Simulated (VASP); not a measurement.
# Si in VASP: a series of runs, part 2 of 2

VASP 6.6.1. Earlier steps stand in the parts before.

### 3 Single point, r2SCAN (the part above a cut slid along it)

The input, POSCAR:

```
Si
1.0
    2.7154700000     -2.7154700000      0.0000000000
    2.7154700000      0.0000000000     -2.7154700000
    9.0517476980      3.6205361510      3.6205361510
Si
6
Direct
    0.3055597233      0.3055597233      0.5416333333
    0.8611263900     -0.1388736100      0.2083000000
   -0.2500069433     -0.2500069433      0.8749666667
    0.1388847233      0.1388847233      0.7916333333
    0.6944513900      0.6944513900      0.4583000000
    0.2500180567      0.2500180567      0.1249666667
```

The input, INCAR.step1:

```
  ALGO = Normal
  EDIFF = 1E-4
  ENCUT = 520
  GGA = PE
  ISMEAR = 0
  LASPH = True
  LCHARG = False
  LREAL = False
  LWAVE = True
  NBANDS = 21
  NELM = 60
  PREC = Accurate
  SIGMA = 0.05
```

The input, INCAR.step2:

```
  ALGO = Normal
  EDIFF = 1E-6
  ENCUT = 520
  ISIF = 2
  ISMEAR = 0
  ISTART = 1
  LASPH = True
  LCHARG = False
  LMIXTAU = True
  LREAL = False
  LWAVE = False
  METAGGA = R2SCAN
  NBANDS = 21
  NELM = 60
  PREC = Accurate
  SIGMA = 0.05
```

The input, KPOINTS:

```
k-points
0
Gamma
  8 8 3
```

Potentials or basis: VASP PAW PBE potentials, release 64 (Si).

Started as:

```console
cat potpaw_PBE.64/Si/POTCAR > POTCAR
cp INCAR.step1 INCAR
mpirun -np 1 vasp_std > vasp.out
cp INCAR.step2 INCAR
mpirun -np 1 vasp_std > vasp.out
```

OUTCAR:

```text
EDIFF = 1E-6
   ENCUT = 520
   ISIF = 2
   ISMEAR = 0
   ISTART = 1
   LASPH = True
   LREAL = False
   METAGGA = R2SCAN
   NELM = 60
   PREC = Accurate

 ion  position               nearest neighbor table
   1  0.306  0.306  0.542-   5 2.35   5 2.35   4 2.35   5 2.35
   2  0.861  0.861  0.208-   6 2.35   6 2.35   5 2.35   6 2.35
   3  0.750  0.750  0.875-   4 2.35   4 2.35   4 2.35
   4  0.139  0.139  0.792-   3 2.35   1 2.35   3 2.35   3 2.35
   5  0.694  0.694  0.458-   1 2.35   1 2.35   2 2.35   1 2.35
   6  0.250  0.250  0.125-   2 2.35   2 2.35   2 2.35

  LATTYP: Found a base centered monoclinic cell.
 ALAT       =     6.6515159118
 B/A-ratio  =     0.5773502692
 C/A-ratio  =     1.4529586677
 COS(beta)  =    -0.2293939996

  Lattice vectors:

 A1 = (   2.7154700000,  -2.7154700000,   0.0000000000)
 A2 = (   2.7154700000,   0.0000000000,  -2.7154700000)
 A3 = (   3.6208076980,   6.3360061510,   6.3360061510)

Analysis of symmetry for initial positions (statically):
=====================================================================
 Subroutine PRICEL returns:
 Original cell was already a primitive cell.

 Routine SETGRP: Setting up the symmetry group for a
 base centered monoclinic supercell.

 Subroutine GETGRP returns: Found  4 space group operations
 (whereof  2 operations were pure point group operations)
 out of a pool of  4 trial point group operations.

The static configuration has the point symmetry C_1h.
 The point group associated with its full space group is C_2h.

Analysis of symmetry for dynamics (positions and initial velocities):
=====================================================================
 Subroutine PRICEL returns:
 Original cell was already a primitive cell.

 Routine SETGRP: Setting up the symmetry group for a
 base centered monoclinic supercell.

 Subroutine GETGRP returns: Found  4 space group operations
 (whereof  2 operations were pure point group operations)
[... 149 lines left out ...]
   EFERMI_NEDOS =   21; number of points for ismear=-14 and -15
   IALGO  =     38    algorithm
   IMIX   =      4    mixing-type and parameters
     AMIX     =   0.40;   BMIX     =  1.00
     AMIX_MAG =   1.60;   BMIX_MAG =  1.00
  volume/ion in A,a.u.               =      20.02       135.12
  Fermi-wavevector in a.u.,A,eV,Ry     =   0.957010  1.808487 12.461143  0.915868
  Thomas-Fermi vector in A             =   2.085990
   LORBIT       =      0    0 simple, 1 ext, 2 COOP (PROOUT), +10 PAW based schemes
   METAGGA = R2SCAN    functional components
   LHFCALC =     F    Hartree Fock is set to
   AEXX    =    0.0000 exact exchange contribution
   IVDW    =     0    specifies the selected vdW correction
   LEPSILON=     F    determine dielectric tensor
   LRPA    =     F    only Hartree local field effects (RPA)
 non-spin polarized calculation
 Gauss-broadening in eV      SIGMA  =   0.05
  energy-cutoff  :      520.00
  volume of cell :      120.14
 maximum number of plane-waves:      3255
 NGX is ok and might be reduce to    30
   NGX = 15   NGY = 15   NGZ = 39

 number of electron      24.0000000 magnetization

 Free energy of the ion-electron system (eV)
  ---------------------------------------------------
  ext. energy  EPLUGINS =         0.00000000
  ---------------------------------------------------
  free energy    TOTEN  =       -51.08476147 eV

  energy without entropy =      -51.08410906  energy(sigma->0) =      -51.08443526

 E-fermi :   5.5877     XC(G=0):  -9.9555

 val. band max:        5.4999332817   @ k =   0.3750   0.3750   0.0000
 cond. band min:       5.5877733218   @ k =  -0.3750   0.0000   0.3333
 fundamental gap:      0.0878400401
 Fermi energy:         5.5877025643

 k-point     1 :       0.0000    0.0000    0.0000
  band No.  band energies     occupation
      1      -6.7463      2.00000
      2      -5.3851      2.00000
      3      -5.2545      2.00000
      4       0.1009      2.00000
      5       0.6917      2.00000
      6       4.6213      2.00000
[... 565 lines left out ...]
     20      11.2648      0.00000
     21      11.8649      0.00000

 [... further k-points ...]
[... 5 lines left out ...]
  --------------------------------------------------------------------------------------
  -------------------------------------------------------------------------------------
  Total       -1.0025447     -1.1486389     -1.1486389      0.7888407      0.5666199      0.7888407
  in kB      -13.3698972    -15.3182030    -15.3182030     10.5199484      7.5564207     10.5199480
  external PRESSURE =     -14.6687677 kB  Pullay stress =       0.0000000 kB

 VOLUME and BASIS-vectors are now :
 -----------------------------------------------------------------------------
  energy-cutoff  :      520.00
  volume of cell :      120.14
      direct lattice vectors                 reciprocal lattice vectors
     2.715470000 -2.715470000  0.000000000     0.081833593 -0.286426782  0.081833593
     2.715470000  0.000000000 -2.715470000     0.081833593  0.081833593 -0.286426782
     9.051747698  3.620536151  3.620536151     0.061376729  0.061376729  0.061376729

 POSITION                                       TOTAL-FORCE (eV/Angst)
 -----------------------------------------------------------------------------------
      6.56220      1.13126      1.13126        -0.105706     -0.103891     -0.103891
      6.56220     -1.58421     -1.58421        -0.073040     -0.064295     -0.064295
     11.99314      1.13126      1.13126         0.056263      0.096504      0.096504
      7.91994      2.48900      2.48900         0.073040      0.064295      0.064295
      7.91994     -0.22647     -0.22647         0.105706      0.103891      0.103891
      2.48900     -0.22647     -0.22647        -0.056263     -0.096504     -0.096504
 -----------------------------------------------------------------------------------
    total drift:                               -0.000000      0.000000      0.000000

  FREE ENERGIE OF THE ION-ELECTRON SYSTEM (eV)
  ---------------------------------------------------
  free  energy   TOTEN  =       -51.0847614698 eV

  energy  without entropy=      -51.0841090566  energy(sigma->0) =      -51.08443526
```

Wall time 6.9 min (1 thread of Intel Xeon Platinum 8488C (Sapphire Rapids), shared host); peak memory 0.32 GiB.

What came out:

```
Free energy            : -51.0848 eV
Pressure               : -1.5 GPa
Largest force          : 0.181 eV/Å
Band gap on the k mesh : zero (bands 12 and 13 overlap by 1.06 eV)
```

Forces in eV/Å, atoms in the order of the input:
```
Si  -0.106 -0.104 -0.104
Si  -0.073 -0.064 -0.064
Si   0.056  0.097  0.097
Si   0.073  0.064  0.064
Si   0.106  0.104  0.104
Si  -0.056 -0.097 -0.097
```

Caveat: the cell differs from its parent crystal (the part above a cut slid along it); the PAW data sets were made with another functional, which shifts forces and pressure a little.

The gap in the log of VASP goes by the Fermi energy; the results here count the filled bands.